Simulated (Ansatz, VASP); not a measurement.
One calculation of GaSbTe4, two programs

```xyz
6
Lattice="4.2251 0.0000 0.0000 0.0000 4.2251 0.0000 0.0000 0.0000 12.0723" Properties=species:S:1:pos:R:3 pbc="T T T"
Ga    0.0000    0.0000    0.0000
Sb    2.1126    2.1126    6.0362
Te    2.1126    2.1126    0.0000
Te    2.1126    2.1126    9.0994
Te    2.1126    2.1126    2.9729
Te    0.0000    0.0000    6.0362
```

Alike in both runs: functional PBE; k mesh 10 × 10 × 4; occupations gaussian, width 0.1 eV; no spin polarisation.

Ansatz relaxed the structure, and its values are those at the end. VASP's run is a single point on that final structure, the one shown.

|  | VASP | Ansatz |
| --- | --- | --- |
| version | VASP 6.6.1 | Ansatz 0.2.0 |
| potentials or method | VASP PAW PBE potentials, release 64 (Ga_d, Sb, Te), cutoff 520 eV | scalar-relativistic, plane waves, PAW |
| valence electrons in the cell | 42 | 92 |

```tsv
	VASP	Ansatz	Ansatz less VASP
gap on the k mesh at the Fermi level (eV)	none	none	-
pressure (GPa)	0.0	0.0	+0.01
```

A gap of «none» marks a metal or a gap that the smearing closes. The functional is the same, so the differences come from potentials, cutoffs and numerics. VASP's potentials hold 42 valence electrons a cell and Ansatz's 92, so a difference there can come from the potentials and not from the codes.

Spin-orbit coupling is off throughout.
